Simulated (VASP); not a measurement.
## CdF2: single point with LDA

The system is CdF2.

```
Cd F
1.0
     0.00000    2.64012    2.69400
     2.64012    0.00000    2.69400
     2.64012    2.64012    0.00000
Cd F
1 2
Direct
  0.00000 0.00000 0.00000
  0.25000 0.25000 0.25000
  0.75000 0.75000 0.75000
```

This cell differs from its parent crystal: equal xx and yy strain of -2 %.

```json
{
  "Program": "VASP 6.6.1",
  "Task": "single point",
  "Functional": "LDA",
  "Potentials or basis": "VASP PAW LDA potentials, release 64 (Cd, F)",
  "Cutoff": "520 eV",
  "k mesh": "8 × 8 × 8",
  "Occupations": "fermi-dirac, width 0.02 eV",
  "Spin": "no spin polarisation"
}
```

```
Pressure               : -0.1 GPa
Band gap on the k mesh : 2.92 eV (least direct gap 3.32 eV)
```

Stress tensor (GPa, compression positive):
```
 0.68  0.00  0.00
 0.00  0.68  0.00
 0.00  0.00 -1.63
```

Levels at points of the mesh, in eV from the valence-band top:
| k point | band 9 | band 10 | band 11 | band 12 | band 13 | band 14 | band 15 | band 16 | band 17 | band 18 |
| --- | --- | --- | --- | --- | --- | --- | --- | --- | --- | --- |
| (0.00, 0.00, 0.00) | -1.07 | -1.07 | -0.46 | -0.46 | -0.40 | 2.92 | 12.46 | 12.46 | 12.51 | 17.47 |
| (0.50, 0.00, 0.00) | -2.56 | -2.10 | -2.05 | -0.38 | -0.37 | 7.23 | 8.89 | 14.40 | 14.55 | 17.95 |
| (0.50, 0.50, 0.00) | -3.27 | -3.23 | -0.70 | -0.09 | -0.09 | 8.08 | 9.58 | 11.51 | 14.34 | 14.34 |
| (0.50, 0.00, 0.50) | -3.27 | -3.16 | -0.57 | -0.15 | -0.09 | 8.05 | 9.52 | 11.52 | 14.12 | 14.37 |

Wall time 64 s on 1 thread of Intel Xeon 8259CL (shared host), peak memory 0.17 GiB.

Caveat: the cell differs from its parent crystal (equal xx and yy strain of -2 %). A k mesh can miss the band edges.
